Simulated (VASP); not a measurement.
# Al27N (a cell with a defect) in VASP: further runs

Runs on Al27N (a cell with a defect). Level: PBE. Tasks: single point.

Program: VASP 6.6.1. These are calculated values, not measurements. Logs are shortened: lines on timing, memory, paths and dates and some standing lists are left out, and cuts for length are marked.

## (1) The cell of the first run

The cell holds a defect, 28 atoms: a = 8.574 Å, b = 8.574 Å, c = 8.574 Å, α = 60.00°, β = 60.00°, γ = 60.00°.

## (2) Single point, PBE

INCAR

```
PREC = Accurate
ENCUT = 520
EDIFF = 1E-6
ISMEAR = 0
SIGMA = 0.1
LREAL = Auto
LASPH = T
NELM = 100
ALGO = Normal
ISIF = 2
LWAVE = F
LCHARG = F
GGA = PE
NBANDS = 63
```

KPOINTS

```
Automatic mesh
0
Gamma
  3 3 3
```

POSCAR

```
Al27N
1.0
   -6.0624313821     -6.0624313821      0.0000000000
   -6.0624313821      0.0000000000     -6.0624313821
    0.0000000000     -6.0624313821     -6.0624313821
Al N
27 1
Direct
    0.6652435707      0.6656153688      0.6669158371
    0.3392864794      0.6589306745      0.6584628754
    0.0053105756      0.6584666693      0.6655865849
    0.6585173090      0.3396963809      0.6584528135
    0.3250673494      0.3254833541      0.6704127839
   -0.0142779348      0.3240353377      0.6774618534
    0.6580890155      0.0057164358      0.6655833684
    0.3236828388     -0.0138658889      0.6774446985
    0.0028939709      0.0031964898      0.6233974889
    0.6734688185      0.6738780602      0.3209511791
    0.3370602274      0.6610548223      0.3332879785
    0.0053094209      0.6584892675      0.3353055683
    0.6606411269      0.3374739228      0.3332922672
    0.3250647926      0.3254798076      0.3437386535
   -0.0070413993      0.3411603150      0.3308215588
    0.6580838196      0.0057203122      0.3353129911
    0.3407902490     -0.0066345493      0.3307881564
   -0.0029598686     -0.0025743797      0.3351137311
    0.6734633751      0.6738785551     -0.0036019377
    0.3392770772      0.6589394169      0.0080155959
    0.0149772417      0.6818743569     -0.0160670685
    0.6585097213      0.3397046284      0.0080301115
    0.3330603470      0.3334501246     -0.0009054948
   -0.0070396673      0.3411920679     -0.0002367862
    0.6814637956      0.0154013290     -0.0160895017
    0.3407764756     -0.0066298482     -0.0002479203
    0.0028335991      0.0032987590      0.0351796971
    0.9647478266      0.9651964915      0.8673738585
```

Potentials or basis: VASP PAW PBE potentials, release 64 (Al, N).

Command:

```bash
$ cat potpaw_PBE.64/Al/POTCAR potpaw_PBE.64/N/POTCAR > POTCAR
$ mpirun -np 1 vasp_std > vasp.out
```

OUTCAR:

```text
PREC = Accurate
   ENCUT = 520
   EDIFF = 1E-6
   ISMEAR = 0
   LREAL = Auto
   LASPH = T
   NELM = 100
   ISIF = 2
   GGA = PE

 ion  position               nearest neighbor table
   1  0.665  0.666  0.667-   6 2.84   8 2.84  22 2.86   4 2.86   2 2.86  20 2.86   3 2.88  12 2.88
                            16 2.88   7 2.88  10 2.90  19 2.90
   2  0.339  0.659  0.658-   4 2.74  11 2.79  21 2.79   8 2.82   3 2.84  17 2.84  23 2.86   1 2.86
                             5 2.87  10 2.88   9 2.93  20 3.00
   3  0.005  0.658  0.666-   9 2.78  24 2.79   5 2.80  12 2.83   2 2.84  19 2.84  11 2.85  18 2.87
                            21 2.88   1 2.88   6 2.90   7 2.98
   4  0.659  0.340  0.658-   2 2.74  13 2.79  25 2.79   6 2.82   7 2.84  15 2.84  23 2.86   1 2.86
                             5 2.87  10 2.88   9 2.93  22 3.00
   5  0.325  0.325  0.670-   3 2.80   7 2.80  14 2.80  26 2.84  24 2.84   4 2.87   2 2.87  13 2.89
                            11 2.89   8 2.89   6 2.89  23 2.89
   6  0.986  0.324  0.677-   4 2.82  22 2.82   1 2.84  15 2.87  24 2.87  14 2.89   5 2.89   8 2.90
                             3 2.90  12 2.90  27 2.93   9 2.93
   7  0.658  0.006  0.666-   9 2.78  26 2.79   5 2.80  16 2.83   4 2.84  19 2.84  13 2.85  18 2.87
                            25 2.88   1 2.88   8 2.90   3 2.98
   8  0.324  0.986  0.677-  20 2.82   2 2.82   1 2.84  26 2.87  17 2.87   5 2.89  14 2.89   6 2.90
                            16 2.90   7 2.90   9 2.93  27 2.93
   9  0.003  0.003  0.623-  28 1.82  18 2.52  17 2.72  15 2.72   3 2.78   7 2.78   2 2.93   4 2.93
[... 9 lines left out ...]
  14  0.325  0.325  0.344-  12 2.80  16 2.80   5 2.80  15 2.84  17 2.84  22 2.87  20 2.87  11 2.89
                            13 2.89   8 2.89   6 2.89  23 2.89
  15  0.993  0.341  0.331-   9 2.72  12 2.79  10 2.80  14 2.84  24 2.84   4 2.84  13 2.85   6 2.87
                            23 2.88  18 2.91  21 2.95  17 2.98
  16  0.658  0.006  0.335-  27 2.78  17 2.79  14 2.80   7 2.83  22 2.84  10 2.84  13 2.85  18 2.87
                            25 2.88   1 2.88   8 2.90  12 2.98
  17  0.341  0.993  0.331-   9 2.72  16 2.79  10 2.80  26 2.84  14 2.84   2 2.84  11 2.85   8 2.87
                            23 2.88  18 2.91  25 2.95  15 2.98
  18  0.997  0.997  0.335-   9 2.52  27 2.52  12 2.87  16 2.87   7 2.87   3 2.87  11 2.90  13 2.90
                            15 2.91  26 2.91  17 2.91  24 2.91
  19  0.673  0.674  0.996-  10 2.78  26 2.80  24 2.80   7 2.84   3 2.84  22 2.88  20 2.88  11 2.89
                            13 2.89   1 2.90  21 2.91  25 2.91
  20  0.339  0.659  0.008-  22 2.74  11 2.79  21 2.79   8 2.82  12 2.84  26 2.84  23 2.86   1 2.86
                            14 2.87  19 2.88  27 2.93   2 3.00
  21  0.015  0.682  0.984-  28 2.01  20 2.79   2 2.79  25 2.86  23 2.86  12 2.88   3 2.88  10 2.91
                            19 2.91   9 2.95  27 2.95  24 2.95  15 2.95
  22  0.659  0.340  0.008-  20 2.74  13 2.79  25 2.79   6 2.82  16 2.84  24 2.84  23 2.86   1 2.86
                            14 2.87  19 2.88  27 2.93   4 3.00
  23  0.333  0.333  0.999-  22 2.86   4 2.86   2 2.86  20 2.86  25 2.86  21 2.86  17 2.88  26 2.88
                            24 2.88  15 2.88  14 2.89   5 2.89
  24  0.993  0.341  1.000-  27 2.72   3 2.79  19 2.80  15 2.84   5 2.84  22 2.84  13 2.85   6 2.87
                            23 2.88  18 2.91  21 2.95  26 2.98
  25  0.681  0.015  0.984-  28 2.01   4 2.79  22 2.79  21 2.86  23 2.86   7 2.88  16 2.88  19 2.91
                            10 2.91  27 2.95   9 2.95  17 2.95  26 2.95
  26  0.341  0.993  1.000-  27 2.72   7 2.79  19 2.80  17 2.84   5 2.84  20 2.84  11 2.85   8 2.87
                            23 2.88  18 2.91  25 2.95  24 2.98
  27  0.003  0.003  0.035-  28 1.82  18 2.52  24 2.72  26 2.72  16 2.78  12 2.78  22 2.93  20 2.93
                             6 2.93   8 2.93  25 2.95  21 2.95
  28  0.965  0.965  0.867-   9 1.82  27 1.82  25 2.01  21 2.01

  LATTYP: Found a face centered cubic cell.
 ALAT       =    12.1248627642

  Lattice vectors:

 A1 = (  -6.0624313821,  -6.0624313821,   0.0000000000)
 A2 = (  -6.0624313821,   0.0000000000,  -6.0624313821)
 A3 = (   0.0000000000,  -6.0624313821,  -6.0624313821)

Analysis of symmetry for initial positions (statically):
=====================================================================
 Subroutine PRICEL returns:
 Original cell was already a primitive cell.

 Routine SETGRP: Setting up the symmetry group for a
 face centered cubic supercell.

 Subroutine GETGRP returns: Found  1 space group operations
 (whereof  1 operations were pure point group operations)
 out of a pool of 48 trial point group operations.

The static configuration has the point symmetry C_1 .

Analysis of symmetry for dynamics (positions and initial velocities):
=====================================================================
 Subroutine PRICEL returns:
 Original cell was already a primitive cell.

[... 60 lines left out ...]
   NGXF,Y,Z  is equivalent  to a cutoff of  24.82, 24.82, 24.82 a.u.
 SYSTEM =  unknown system
   PREC   = accura    normal or accurate (medium, high low for compatibility)
   ISTART =      0    job   : 0-new  1-cont  2-samecut
   ICHARG =      2    charge: 1-file 2-atom 10-const
   ISPIN  =      1    spin polarized calculation?
   LNONCOLLINEAR =      F non collinear calculations
   LSORBIT =      F    spin-orbit coupling
   LASPH  =      T    aspherical Exc in radial PAW
   ENCUT  =  520.0 eV  38.22 Ry    6.18 a.u.  15.94 15.94 15.94*2*pi/ulx,y,z
   NELM   =    100;   NELMIN=  2; NELMDL= -5     # of ELM steps
   EDIFF  = 0.1E-05   stopping-criterion for ELM
   LREAL  =      T    real-space projection
   EDIFFG = 0.1E-04   stopping-criterion for IOM
   NSW    =      0    number of steps for IOM
   IBRION =     -1    ionic relax: 0-MD 1-quasi-New 2-CG
   NFREE  =      0    steps in history (QN), initial steepest desc. (CG)
   ISIF   =      2    stress and relaxation
   ISYM   =      2    0-nonsym 1-usesym 2-fastsym
   POTIM  = 0.5000    time-step for ionic-motion
   TEBEG  =    0.0;   TEEND  =   0.0 temperature during run
   PSTRESS=    0.0 pullay stress
   NELECT =      86.0000    total number of electrons
   NUPDOWN=      -1.0000    fix difference up-down
   EMIN   =  10.00;   EMAX   =-10.00  energy-range for DOS
   EFERMI =   0.00;   METHOD = LEGACY
   ISMEAR =     0;   SIGMA  =   0.10  broadening in eV -4-tet -1-fermi 0-gaus
   EFERMI_NEDOS =   21; number of points for ismear=-14 and -15
   IALGO  =     38    algorithm
   IMIX   =      4    mixing-type and parameters
     AMIX     =   0.40;   BMIX     =  1.00
     AMIX_MAG =   1.60;   BMIX_MAG =  1.00
  volume/ion in A,a.u.               =      15.92       107.40
  Fermi-wavevector in a.u.,A,eV,Ry     =   0.946057  1.787789 12.177549  0.895025
  Thomas-Fermi vector in A             =   2.074019
   LORBIT       =      0    0 simple, 1 ext, 2 COOP (PROOUT), +10 PAW based schemes
   GGA     = PE    functional components
   LHFCALC =     F    Hartree Fock is set to
   AEXX    =    0.0000 exact exchange contribution
   IVDW    =     0    specifies the selected vdW correction
   LEPSILON=     F    determine dielectric tensor
   LRPA    =     F    only Hartree local field effects (RPA)
 non-spin polarized calculation
 Gauss-broadening in eV      SIGMA  =   0.10
  energy-cutoff  :      520.00
  volume of cell :      445.63
 maximum number of plane-waves:     12039
   NGX = 31   NGY = 31   NGZ = 31

 number of electron      86.0000000 magnetization

 Free energy of the ion-electron system (eV)
  ---------------------------------------------------
  ext. energy  EPLUGINS =         0.00000000
  ---------------------------------------------------
  free energy    TOTEN  =      -109.14121957 eV

  energy without entropy =     -109.07522259  energy(sigma->0) =     -109.10822108

 E-fermi :   8.1522     XC(G=0): -10.2713

 val. band max:        8.1519084594   @ k =   0.3333  -0.3333  -0.3333
 cond. band min:       8.1609716644   @ k =   0.3333   0.0000   0.0000
 fundamental gap:      0.0090632050
 Fermi energy:         8.1522190989

 k-point     1 :       0.0000    0.0000    0.0000
  band No.  band energies     occupation
      1      -7.9829      2.00000
      2      -2.8058      2.00000
      3      -0.5747      2.00000
      4      -0.3107      2.00000
      5      -0.2871      2.00000
      6      -0.1621      2.00000
[... 801 lines left out ...]
     54       9.9915      0.00000
     55      10.0773      0.00000
 [bands above 55 left out]

------------------------ aborting loop because EDIFF is reached ----------------------------------------

  FORCE on cell =-STRESS in cart. coord.  units (eV):
  Direction    XX          YY          ZZ          XY          YZ          ZX
  --------------------------------------------------------------------------------------
  -------------------------------------------------------------------------------------
  Total        0.5540376      7.4974836      7.4986920     -0.0020700      2.2205269     -0.0032780
  in kB        1.9919540     26.9560095     26.9603542     -0.0074422      7.9835513     -0.0117855
  external PRESSURE =      18.6361059 kB  Pullay stress =       0.0000000 kB

 VOLUME and BASIS-vectors are now :
 -----------------------------------------------------------------------------
  energy-cutoff  :      520.00
  volume of cell :      445.63
      direct lattice vectors                 reciprocal lattice vectors
    -6.062431382 -6.062431382  0.000000000    -0.082475160 -0.082475160  0.082475160
    -6.062431382  0.000000000 -6.062431382    -0.082475160  0.082475160 -0.082475160
     0.000000000 -6.062431382 -6.062431382     0.082475160 -0.082475160 -0.082475160

 POSITION                                       TOTAL-FORCE (eV/Angst)
 -----------------------------------------------------------------------------------
     -8.06824     -8.07612     -8.07838        -0.023228     -0.000883     -0.002934
     -6.05162     -6.04879     -7.98661        -0.017714      0.004995     -0.020944
     -4.02410     -4.06727     -8.02698        -0.031334      0.017849      0.000932
     -6.05160     -7.98404     -6.05121        -0.017607     -0.022463      0.005108
     -3.94392     -6.03503     -6.03755        -0.084213     -0.018724     -0.018433
     -7.94031    -10.08294     -6.07151        -0.263741      0.057107     -0.055800
[... 20 lines left out ...]
     -0.03718     -0.23045     -0.23327        -0.175481      0.091799      0.093432
    -11.70015    -11.10711    -11.10983         1.327019     -0.000962     -0.000497
 -----------------------------------------------------------------------------------
    total drift:                               -0.005313      0.016642      0.014142

  FREE ENERGIE OF THE ION-ELECTRON SYSTEM (eV)
  ---------------------------------------------------
  free  energy   TOTEN  =      -109.1412195704 eV

  energy  without entropy=     -109.0752225884  energy(sigma->0) =     -109.10822108
```

Run time: 15 min. Hardware: 1 thread of Intel Xeon Platinum 8259CL at 2.50GHz (Skylake/Cascade Lake), shared host; peak memory 0.67 GiB.

What came out:

* Free energy: -109.1412 eV
* Pressure: 1.9 GPa
* Largest force: 1.327 eV/Å
* Band gap on the k mesh: zero (bands 43 and 44 overlap by 0.49 eV)

Forces on the atoms (eV/Å):
```
Al  -0.023 -0.001 -0.003
Al  -0.018  0.005 -0.021
Al  -0.031  0.018  0.001
Al  -0.018 -0.022  0.005
Al  -0.084 -0.019 -0.018
Al  -0.264  0.057 -0.056
Al  -0.031  0.001  0.018
Al  -0.264 -0.056  0.058
Al  -0.176 -0.091 -0.092
Al   0.015  0.001  0.002
Al  -0.017 -0.001  0.003
Al  -0.032 -0.001 -0.017
Al  -0.017  0.002 -0.002
Al  -0.083  0.019  0.020
Al  -0.034 -0.005  0.005
Al  -0.033 -0.018 -0.001
Al  -0.034  0.005 -0.004
Al   0.057 -0.001 -0.001
Al   0.014 -0.002 -0.004
Al  -0.018  0.020 -0.003
Al   0.026 -0.013  0.012
Al  -0.018 -0.003  0.020
Al  -0.030  0.000 -0.002
Al  -0.032 -0.003  0.004
Al   0.027  0.012 -0.013
Al  -0.032  0.004 -0.003
Al  -0.175  0.092  0.093
N    1.327 -0.001  0.000
```

Levels at points of the mesh, in eV from the Fermi level:
```tsv
k point	band 40	band 41	band 42	band 43	band 44	band 45	band 46	band 47
(0.00, 0.00, 0.00)	-0.99	-0.88	-0.64	0.06	0.14	0.25	0.25	0.27
```

## (3) Single point, PBE

INCAR

```
SYSTEM = Al27N
  ALGO = Normal
  EDIFF = 1E-7
  ENCUT = 520
  GGA = PE
  ISIF = 2
  ISMEAR = 0
  LASPH = .True.
  LCHARG = .False.
  LREAL = Auto
  LWAVE = .False.
  NBANDS = 63
  NELM = 100
  PREC = Accurate
  SIGMA = 0.1
```

KPOINTS

```
k-points
0
Gamma
  3 3 3
  0 0 0
```

POSCAR

```
Al27N
1.0
   -6.0624313821     -6.0624313821      0.0000000000
   -6.0624313821      0.0000000000     -6.0624313821
    0.0000000000     -6.0624313821     -6.0624313821
Al N
27 1
Direct
    0.6661494779      0.6667301030      0.6658040719
    0.3406615877      0.6605132904      0.6568845483
    0.0062260499      0.6589956650      0.6651423737
    0.6598967061      0.3412755328      0.6568733317
    0.3257206351      0.3263339204      0.6684994426
   -0.0158072717      0.3183542012      0.6809651507
    0.6584229575      0.0068347165      0.6651395696
    0.3177579058     -0.0151850791      0.6809639961
   -0.0036433402     -0.0031484892      0.6297799116
    0.6741079185      0.6747253275      0.3211713053
    0.3385361204      0.6627395424      0.3316077120
    0.0062244003      0.6590288200      0.3340918639
    0.6621218859      0.3391541067      0.3316115884
    0.3257144495      0.3263330132      0.3439450888
   -0.0061225435      0.3416971458      0.3296049677
    0.6584133903      0.0068363660      0.3341063795
    0.3411170980     -0.0055128047      0.3295793179
    0.0021873237      0.0027788356      0.3297679386
    0.6741051968      0.6747219461     -0.0055107428
    0.3406518556      0.6605230225      0.0064339697
    0.0134428738      0.6760865801     -0.0125100797
    0.6598884586      0.3412826257      0.0064506297
    0.3339763162      0.3345564464     -0.0020182496
   -0.0061223786      0.3417192492     -0.0006791829
    0.6755227799      0.0140609427     -0.0125501627
    0.3411099227     -0.0055074438     -0.0006925439
   -0.0037018976     -0.0030429210      0.0414875624
    1.0344958326      1.0351557988      0.7974185101
```

Potentials or basis: VASP PAW PBE potentials, release 64 (Al, N).

Command:

```bash
$ cat potpaw_PBE.64/Al/POTCAR potpaw_PBE.64/N/POTCAR > POTCAR
$ mpirun -np 1 vasp_std > vasp.out
```

Run time: 17 min. Hardware: 1 thread of Intel Xeon Platinum 8259CL at 2.50GHz (Skylake/Cascade Lake), shared host; peak memory 0.66 GiB.

Results (log left out):

```yaml
Free_energy: -109.1433 eV
Pressure: 1.9 GPa
Largest_force: 1.326 eV/Å
Band_gap_on_the_k_mesh: zero (bands 43 and 44 overlap by 0.49 eV)
```

Forces on the atoms (eV/Å):
```
Al   0.030 -0.001 -0.002
Al   0.019  0.005 -0.021
Al   0.035  0.005 -0.004
Al   0.017 -0.022  0.005
Al  -0.013  0.001  0.003
Al  -0.029  0.012 -0.014
Al   0.035 -0.003  0.005
Al  -0.028 -0.013  0.012
Al   0.174 -0.091 -0.091
Al   0.084 -0.019 -0.018
Al   0.017 -0.001  0.003
Al   0.033  0.003 -0.004
Al   0.017  0.002 -0.002
Al  -0.013 -0.002 -0.003
Al   0.031  0.000  0.018
Al   0.034 -0.004  0.003
Al   0.031  0.018  0.000
Al  -0.057 -0.001 -0.001
Al   0.083  0.021  0.019
Al   0.017  0.020 -0.002
Al   0.265 -0.057  0.058
Al   0.018 -0.002  0.020
Al   0.022 -0.001 -0.004
Al   0.033 -0.017 -0.001
Al   0.265  0.057 -0.056
Al   0.032  0.000 -0.017
Al   0.175  0.092  0.093
N   -1.326 -0.001  0.000
```

Stress tensor (GPa, compression positive):
```
0.20 0.00 0.00
0.00 2.69 0.80
0.00 0.80 2.69
```

Levels at points of the mesh, in eV from the Fermi level:
```
           k point  band 40  band 41  band 42  band 43  band 44  band 45  band 46  band 47
(0.00, 0.00, 0.00)    -0.99    -0.88    -0.64     0.06     0.14     0.25     0.25     0.27
```

## (4) Single point, PBE

INCAR

```
  ALGO = Normal
  EDIFF = 1E-7
  ENCUT = 520
  GGA = PE
  ISIF = 2
  ISMEAR = 0
  LASPH = T
  LCHARG = F
  LREAL = Auto
  LWAVE = F
  NBANDS = 63
  NELM = 100
  PREC = Accurate
  SIGMA = 0.1
```

KPOINTS

```
k-points
0
Gamma
  3 3 3
```

POSCAR

```
Al27N
1.0
   -6.0624313821     -6.0624313821      0.0000000000
   -6.0624313821      0.0000000000     -6.0624313821
    0.0000000000     -6.0624313821     -6.0624313821
Al N
27 1
Direct
    0.6654913261      0.6661961588      0.6663498925
    0.3389525374      0.6625764890      0.6582427492
    0.0051350684      0.6606872305      0.6653279428
    0.6618662129      0.3396611640      0.6582382956
    0.3296321845      0.3303380069      0.6657102152
   -0.0134136776      0.3343278253      0.6717350257
    0.6600045836      0.0058414682      0.6653278604
    0.3336153224     -0.0126972159      0.6717385721
   -0.0058592828     -0.0052258736      0.6443303443
    0.6711727925      0.6718853779      0.3252719702
    0.3381465077      0.6642463636      0.3309980557
    0.0051327591      0.6607169216      0.3332095446
    0.6635345205      0.3388575261      0.3310024268
    0.3296245968      0.3303406461      0.3387135244
   -0.0048998493      0.3398504445      0.3293841817
    0.6599952639      0.0058446847      0.3332257097
    0.3391575707     -0.0041946042      0.3293712331
    0.0036752581      0.0043746475      0.3281782299
    0.6711714729      0.6718830686     -0.0039395085
    0.3389437126      0.6625867984      0.0046174543
    0.0068711706      0.6689372208     -0.0057034872
    0.6618588726      0.3396681744      0.0046298256
    0.3340659667      0.3347609024     -0.0022164375
   -0.0049021586      0.3398636405      0.0000654853
    0.6682436872      0.0075803745     -0.0057190750
    0.3391546016     -0.0041876763      0.0000550109
   -0.0058952420     -0.0051493366      0.0311380844
    1.0629542990      1.0636761216      0.7688788881
```

Command:

```bash
$ cat potpaw_PBE.64/Al/POTCAR potpaw_PBE.64/N/POTCAR > POTCAR
$ mpirun -np 1 vasp_std > vasp.out
```

Wall time 18 min (1 thread of Intel Xeon Platinum 8259CL at 2.50GHz (Skylake/Cascade Lake), shared host); peak memory 0.66 GiB.

It converged, with:

| Property | Result |
| --- | --- |
| Free energy | -109.6456 eV |
| Pressure | 1.9 GPa |
| Largest force | 0.605 eV/Å |
| Band gap on the k mesh | zero (bands 43 and 44 overlap by 0.51 eV) |

Forces in eV/Å, atoms in the order of the input:
```
Al   0.040 -0.001 -0.004
Al   0.023  0.002 -0.035
Al   0.023  0.008 -0.021
Al   0.023 -0.036  0.002
Al  -0.061 -0.014 -0.012
Al  -0.173  0.070 -0.074
Al   0.023 -0.022  0.009
Al  -0.173 -0.073  0.071
Al   0.071 -0.137 -0.138
Al   0.089 -0.012 -0.012
Al   0.014  0.009 -0.008
Al   0.022  0.022 -0.007
Al   0.015 -0.008  0.009
Al  -0.062  0.014  0.014
Al   0.031 -0.012  0.022
Al   0.022 -0.008  0.021
Al   0.031  0.022 -0.012
Al  -0.009  0.000 -0.002
Al   0.091  0.013  0.014
Al   0.022  0.035  0.003
Al   0.180 -0.006  0.001
Al   0.023  0.002  0.036
Al   0.022 -0.001 -0.003
Al   0.031 -0.022  0.013
Al   0.180  0.002 -0.006
Al   0.032  0.013 -0.022
Al   0.075  0.141  0.140
N   -0.605 -0.001  0.000
```

Stress tensor (GPa, compression positive):
```
1.14 0.00 0.00
0.00 2.23 0.23
0.00 0.23 2.23
```

Levels at points of the mesh, in eV from the Fermi level:
```
           k point  band 40  band 41  band 42  band 43  band 44  band 45  band 46  band 47
(0.00, 0.00, 0.00)    -0.95    -0.89    -0.81     0.09     0.22     0.27     0.28     0.30
```
